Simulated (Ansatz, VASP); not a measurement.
**One calculation of CdO, two programs**

```xyz
2
Lattice="0.0000 2.3245 2.3245 2.3245 0.0000 2.3245 2.3245 2.3245 0.0000" Properties=species:S:1:pos:R:3 pbc="T T T"
Cd    0.0000    0.0000    0.0000
O     2.3245    2.3245    2.3245
```

Alike in both runs: task single point; functional HSE06; k mesh 4 × 4 × 4; occupations fermi-dirac, width 0.05 eV; no spin polarisation.

|  | VASP | Ansatz |
| --- | --- | --- |
| version | VASP 6.6.1 | Ansatz 0.2.0 development build |
| potentials or method | VASP PAW PBE potentials, release 64 (Cd, O) | plane waves, PAW datasets (generated soft set 1) |
| plane-wave cutoff (eV) | 520 | 420 |
| valence electrons in the cell | 18 | 26 |

|  | VASP | Ansatz | Ansatz less VASP |
| --- | --- | --- | --- |
| gap on the k mesh at the Fermi level (eV) | 0.99 | 1.01 | +0.020 |

With one functional, cell and mesh, what is left measures potentials, basis and numerics. VASP's potentials hold 18 valence electrons a cell and Ansatz's 26, so a difference there can come from the potentials and not from the codes. Ansatz's warnings: stress exchange threshold loose, stress scf threshold loose.

The k mesh is coarse, so the values compare programs but aren't converged.
